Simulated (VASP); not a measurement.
Wanted: the native input for a VASP 6.6.1 run.

* Task: single point
* Functional: PBE
* Potentials or basis: VASP PAW PBE potentials, release 64 (Si, C, O)
* Cutoff: 520 eV
* k mesh: 4 × 4 × 1
* Occupations: gaussian, width 0.05 eV
* Spin: no spin polarisation
* Dipole correction: yes
* Further INCAR settings: LREAL = Auto; ALGO = Normal; EDIFF = 1e-06; NBANDS = 52

The structure of Si16CO lies in POSCAR:

```
Si16CO
1.0
    7.7354121591      0.0000000000      0.0000000000
    0.0000000000      7.7354121591      0.0000000000
    0.0000000000      0.0000000000     22.1119221361
Si C O
16 1 1
Direct
    0.0000000000      0.2500000000      0.1808978874
    0.0000000000      0.7500000000      0.1808978874
    0.5000000000      0.2500000000      0.1808978874
    0.5000000000      0.7500000000      0.1808978874
    0.0000000000      0.0000000000      0.2427396662
    0.0000000000      0.5000000000      0.2427396662
    0.5000000000      0.0000000000      0.2427396662
    0.5000000000      0.5000000000      0.2427396662
    0.2500000000      0.0000000000      0.3062012287
    0.2500000000      0.5000000000      0.3062012287
    0.7500000000      0.0000000000      0.3062012287
    0.7500000000      0.5000000000      0.3062012287
    0.2500000000      0.2500000000      0.3668573942
    0.2500000000      0.7500000000      0.3668573942
    0.7500000000      0.2500000000      0.3668573942
    0.7500000000      0.7500000000      0.3668573942
    0.5000000000      0.7500000000      0.3257031248
    0.4625100778      0.7600453944      0.3763759678
```

The input as run:

INCAR

```
PREC = Accurate ; ENCUT = 520
EDIFF = 1E-6 ; ISMEAR = 0
SIGMA = 0.05 ; LREAL = Auto
LASPH = True ; NELM = 60
ALGO = Normal ; ISIF = 2
LWAVE = False ; LCHARG = False
LDIPOL = True ; IDIPOL = 3
DIPOL = 0.5 0.5 0.283 ; GGA = PE
NBANDS = 52
```

KPOINTS

```
Automatic mesh
0
Gamma
  4 4 1
```

Potentials or basis: VASP PAW PBE potentials, release 64 (Si, C, O).

The run is started by

```console
$ cat potpaw_PBE.64/Si/POTCAR potpaw_PBE.64/C/POTCAR potpaw_PBE.64/O/POTCAR > POTCAR
$ mpirun -np 1 vasp_std > vasp.out
```

Results of the run:

* Largest force: 11.868 eV/Å
* Band gap on the k mesh: zero (bands 37 and 38 overlap by 0.02 eV)

Run time: 14 min on 1 thread of Intel(R) Xeon(R) 6975P-C (Granite Rapids) (shared host), peak memory 1.3 GiB.
